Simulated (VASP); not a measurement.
# TaSi4W (F-43m) in VASP: further runs, part 3 of 3

VASP 6.6.1. Earlier steps stand in the parts before.

## 5. Single point, PBE

The input, INCAR:

```
SYSTEM = TaSi4W
PREC = Accurate ; ENCUT = 500
EDIFF = 1E-6 ; ISMEAR = 0
SIGMA = 0.2 ; LREAL = .False.
LASPH = .True. ; NELM = 120
ALGO = Normal ; ISIF = 2
LWAVE = .False. ; LCHARG = .False.
GGA = PE ; NBANDS = 30
GGA_COMPAT = .False.
```

The input, KPOINTS:

```
regular mesh
0
Gamma
  4 4 4
  0 0 0
```

The input, POSCAR:

```
TaSi4W
1.0
    0.0000000000      3.4433237910      3.4433237910
    3.4433237910      0.0000000000      3.4433237910
    3.4433237910      3.4433237910      0.0000000000
Ta Si W
1 4 1
Direct
    0.0000000000      0.0000000000      0.0000000000
    0.8739082521      0.3753639160      0.3753639160
    0.3753639160      0.3753639160      0.3753639160
    0.3753639160      0.8739082521      0.3753639160
    0.3753639160      0.3753639160      0.8739082521
    0.7500000000      0.7500000000      0.7500000000
```

Potentials or basis: VASP PAW PBE potentials, release 64 (Ta_pv, Si, W_sv).

On the command line:

```
> cat potpaw_PBE.64/Ta_pv/POTCAR potpaw_PBE.64/Si/POTCAR potpaw_PBE.64/W_sv/POTCAR > POTCAR
> mpirun -np 1 vasp_std > vasp.out
```

OUTCAR:

```text
SYSTEM = TaSi4W
   PREC = Accurate
   ENCUT = 500
   EDIFF = 1E-6
   ISMEAR = 0
   LREAL = .False.
   LASPH = .True.
   NELM = 120
   ISIF = 2
   GGA = PE

 ion  position               nearest neighbor table
   1  0.000  0.000  0.000-   2 2.86   4 2.86   2 2.86   5 2.86   4 2.86   5 2.86   3 2.86   3 2.86
                             3 2.86   2 2.86   4 2.86   5 2.86   6 2.98   6 2.98   6 2.98   6 2.98
   2  0.874  0.375  0.375-   3 2.43   4 2.43   5 2.43   3 2.44   5 2.44   4 2.44   6 2.85   6 2.85
                             6 2.85   1 2.86   1 2.86   1 2.86
   3  0.375  0.375  0.375-   2 2.43   4 2.43   5 2.43   5 2.44   4 2.44   2 2.44   6 2.85   6 2.85
                             6 2.85   1 2.86   1 2.86   1 2.86
   4  0.375  0.874  0.375-   2 2.43   3 2.43   5 2.43   5 2.44   3 2.44   2 2.44   6 2.85   6 2.85
                             6 2.85   1 2.86   1 2.86   1 2.86
   5  0.375  0.375  0.874-   2 2.43   3 2.43   4 2.43   3 2.44   4 2.44   2 2.44   6 2.85   6 2.85
                             6 2.85   1 2.86   1 2.86   1 2.86
   6  0.750  0.750  0.750-   2 2.85   4 2.85   5 2.85   3 2.85   3 2.85   3 2.85   2 2.85   5 2.85
                             4 2.85   2 2.85   4 2.85   5 2.85   1 2.98   1 2.98   1 2.98   1 2.98

  LATTYP: Found a face centered cubic cell.
[... 178 lines left out ...]
 Fermi energy:        11.3665161568

 k-point     1 :       0.0000    0.0000    0.0000
  band No.  band energies     occupation
      1     -62.9681      2.00000
      2     -27.1912      2.00000
      3     -27.1911      2.00000
      4     -27.1911      2.00000
      5     -23.3550      2.00000
      6     -23.3550      2.00000
[... 253 lines left out ...]
     29      15.6030      0.00000
     30      17.5480      0.00000

------------------------ aborting loop because EDIFF is reached ----------------------------------------

  FORCE on cell =-STRESS in cart. coord.  units (eV):
  Direction    XX          YY          ZZ          XY          YZ          ZX
  --------------------------------------------------------------------------------------
  -------------------------------------------------------------------------------------
  Total       -0.0866622     -0.0866622     -0.0866622     -0.0000000      0.0000000     -0.0000000
  in kB       -1.7005006     -1.7005006     -1.7005006     -0.0000000      0.0000000     -0.0000000
  external PRESSURE =      -1.7005006 kB  Pullay stress =       0.0000000 kB

 VOLUME and BASIS-vectors are now :
 -----------------------------------------------------------------------------
  energy-cutoff  :      500.00
  volume of cell :       81.65
      direct lattice vectors                 reciprocal lattice vectors
     0.000000000  3.443323791  3.443323791    -0.145208534  0.145208534  0.145208534
     3.443323791  0.000000000  3.443323791     0.145208534 -0.145208534  0.145208534
     3.443323791  3.443323791  0.000000000     0.145208534  0.145208534 -0.145208534

 POSITION                                       TOTAL-FORCE (eV/Angst)
 -----------------------------------------------------------------------------------
      0.00000      0.00000      0.00000        -0.000000     -0.000000     -0.000000
      2.58500      4.30165      4.30165        -0.013474      0.013474      0.013474
      2.58500      2.58500      2.58500        -0.013474     -0.013474     -0.013474
      4.30165      2.58500      4.30165         0.013474     -0.013474      0.013474
      4.30165      4.30165      2.58500         0.013474      0.013474     -0.013474
      5.16499      5.16499      5.16499        -0.000000     -0.000000     -0.000000
 -----------------------------------------------------------------------------------
    total drift:                               -0.000000     -0.000000     -0.000000

  FREE ENERGIE OF THE ION-ELECTRON SYSTEM (eV)
  ---------------------------------------------------
  free  energy   TOTEN  =       -44.4535431406 eV

  energy  without entropy=      -44.3476322373  energy(sigma->0) =      -44.40058769
```

stdout:

```text
POSCAR found type information on POSCAR TaSiW
 POSCAR found :  3 types and       6 ions
 scaLAPACK will be used
 LDA part: xc-table for (Slater+PW92), standard interpolation
 POSCAR, INCAR and KPOINTS ok, starting setup
 FFT: planning ... GRIDC
 FFT: planning ... GRID_SOFT
 FFT: planning ... GRID
 WAVECAR not read
 entering main loop
```

Wall time 13 s (1 thread of Intel Xeon Platinum 8488C (Sapphire Rapids), shared host); peak memory 0.21 GiB.

Results:

| Property | Result |
| --- | --- |
| Free energy | -44.4535 eV |
| Pressure | -0.2 GPa |
| Largest force | 0.023 eV/Å |
| Band gap on the k mesh | zero (an odd number of electrons rules out a gap without spin polarisation) |

Forces in eV/Å, atoms in the order of the input:
```
Ta   0.000  0.000  0.000
Si  -0.013  0.013  0.013
Si  -0.013 -0.013 -0.013
Si   0.013 -0.013  0.013
Si   0.013  0.013 -0.013
W    0.000  0.000  0.000
```

Caveat: the k points lie up to 0.40 Å⁻¹ apart, too coarse for converged energies and pressures of a metal; spin-orbit coupling is left out, which moves the levels of the heavy elements; an odd number of electrons without spin polarisation forces a metal; a magnetic or distorted state may lie lower.

## 6. The runs side by side

```tsv
cell	gap on the mesh (eV)	pressure (GPa)	largest force (eV/Å)
a = 4.869 Å, angles 60.0°, 6 atoms, atomic positions A	none	-0.1	-
a = 4.871 Å, angles 60.0°, 6 atoms, atomic positions A	none	-0.3	0.02
a = 4.870 Å, angles 60.0°, 6 atoms, atomic positions B	none	-0.2	0.02
```

Alike in all rows: task single point; level PBE; potentials or basis VASP PAW PBE potentials, release 64 (Ta_pv, Si, W_sv); no spin polarisation; k mesh 4 × 4 × 4; cutoff (eV) 500; smearing gaussian 0.2 eV.

Caveats: all runs use coarse meshes; spin-orbit coupling is left out, which moves the levels of the heavy elements; an odd number of electrons without spin polarisation forces a metal; a magnetic or distorted state may lie lower.

Absolute energies hang on the potentials; compare differences alone.
